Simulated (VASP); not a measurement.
A run of VASP 6.6.1:

File INCAR:

```
SYSTEM = BeS
PREC = Accurate ; ENCUT = 600
EDIFF = 1E-6 ; ISMEAR = 0
SIGMA = 0.1 ; LREAL = .FALSE.
LASPH = .TRUE. ; NELM = 120
ALGO = Normal ; ISIF = 2
LWAVE = .FALSE. ; LCHARG = .TRUE.
GGA = PE ; IVDW = 12
LELF = .TRUE. ; LVHAR = .TRUE.
NBANDS = 11 ; GGA_COMPAT = .FALSE.
```

File KPOINTS:

```
regular mesh
0
G
  6 6 6
  0 0 0
```

Contents of POSCAR:

```
BeS
1.0
    0.0000000000      2.4200000000      2.4200000000
    2.4200000000      0.0000000000      2.4200000000
    2.4200000000      2.4200000000      0.0000000000
Be S
1 1
Direct
    0.0000000000      0.0000000000      0.0000000000
    0.2500000000      0.2500000000      0.2500000000
```

Potentials or basis: VASP PAW PBE potentials, release 64 (Be, S).

The run is started by

```sh
$ cat potpaw_PBE.64/Be/POTCAR potpaw_PBE.64/S/POTCAR > POTCAR
$ mpirun -np 1 vasp_std > vasp.out
```

Hardware: 1 thread of Intel Xeon 8259CL (shared host).

Problem. How long does it take, and how much memory?

Solution. Wall time 10 s on 1 thread of Intel Xeon 8259CL (shared host), peak memory 0.16 GiB. Counts: scf iterations 12, k points 16.
